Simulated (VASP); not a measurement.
Input of a VASP 6.6.1 run:

Contents of POSCAR:

```
TiO2
1.0
    4.2295744681      0.0000000000      0.0000000000
    0.0000000000      4.2295744681      0.0000000000
    0.0000000000      0.0000000000      3.2323149227
Ti O
2 4
Direct
    0.0000000000      0.0000000000      0.0000000000
    0.5000000000      0.5000000000      0.5000000000
    0.3051400959      0.3051400959      0.0000000000
    0.1948599041      0.8051400959      0.5000000000
    0.6948599041      0.6948599041      0.0000000000
    0.8051400959      0.1948599041      0.5000000000
```

The input INCAR.step1:

```
  PREC = Accurate
  ENCUT = 520
  ISMEAR = 0
  SIGMA = 0.05
  LREAL = False
  LASPH = True
  NELM = 150
  LMAXMIX = 4
  LDAU = True
  LDAUTYPE = 2
  LDAUL = 2 -1
  LDAUU = 4 0
  LDAUJ = 0 0
  NBANDS = 33
  GGA = PE
  ALGO = Normal
  EDIFF = 1E-4
  LWAVE = True
  LCHARG = False
```

The input INCAR.step2:

```
  PREC = Accurate
  ENCUT = 520
  EDIFF = 1E-6
  ISMEAR = 0
  SIGMA = 0.05
  LREAL = False
  LASPH = True
  NELM = 150
  ALGO = Normal
  ISIF = 2
  LWAVE = False
  LCHARG = False
  LMAXMIX = 4
  LDAU = True
  LDAUTYPE = 2
  LDAUL = 2 -1
  LDAUU = 4 0
  LDAUJ = 0 0
  LDAUPRINT = 1
  METAGGA = R2SCAN
  LMIXTAU = True
  NBANDS = 33
  ISTART = 1
```

The input KPOINTS:

```
regular mesh
0
Gamma
  6 6 8
```

Potentials or basis: VASP PAW PBE potentials, release 64 (Ti_sv, O).

Run with:

```console
$ cat potpaw_PBE.64/Ti_sv/POTCAR potpaw_PBE.64/O/POTCAR > POTCAR
$ cp INCAR.step1 INCAR
$ mpirun -np 1 vasp_std > vasp.out
$ cp INCAR.step2 INCAR
$ mpirun -np 1 vasp_std > vasp.out
```

Problem. Estimate the largest force.

Solution. 0.800 eV/Å.

Problem. What does it give for the pressure?

Solution. 29.0 GPa.

Problem. What does it give for the band gap on the k mesh?

Solution. 3.15 eV.

Stress tensor (GPa, compression positive):
```
43.58  0.00  0.00
 0.00 43.58  0.00
 0.00  0.00 -0.18
```

Caveat: the cell differs from its parent crystal (strain -0.080 along x and y, +0.080 along z); the stress differs along the axes, from -0 to 44 GPa; the PAW data sets were made with another functional, which shifts forces and pressure a little. A k mesh can miss the band edges.
